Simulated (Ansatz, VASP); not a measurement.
## One calculation of Mg2SO, two programs

```
O Mg S
1.0
     3.59985    0.00000    0.00000
     0.00000    3.59985    0.00000
     0.00000    0.00000    4.78427
O Mg S
1 2 1
Direct
  0.00000 0.00000 0.00000
  0.00000 0.50000 0.81132
  0.50000 0.00000 0.18868
  0.50000 0.50000 0.50000
```

Alike in both runs: task single point; functional r2SCAN; k mesh 6 × 6 × 4; no spin polarisation.

|  | VASP | Ansatz |
| --- | --- | --- |
| version | VASP 6.6.1 | Ansatz 0.2.0 |
| potentials or method | VASP PAW PBE potentials, release 64 (O, Mg, S) | plane waves, PAW |
| plane-wave cutoff (eV) | 520 | 500 |
| occupations | gaussian, width 0.01 eV | fixed |
| valence electrons in the cell | 16 | 32 |

|  | VASP | Ansatz | Ansatz less VASP |
| --- | --- | --- | --- |
| gap on the k mesh at the Fermi level (eV) | 2.28 | 2.30 | +0.016 |
| pressure (GPa) | 5.6 | 6.0 | +0.42 |
| rms of the force components (eV/Å) | 0.050 | 0.052 | +0.0016 |

VASP's potentials were made for PBE, not for r2SCAN. VASP's potentials hold 16 valence electrons a cell and Ansatz's 32, so a difference there can come from the potentials and not from the codes.
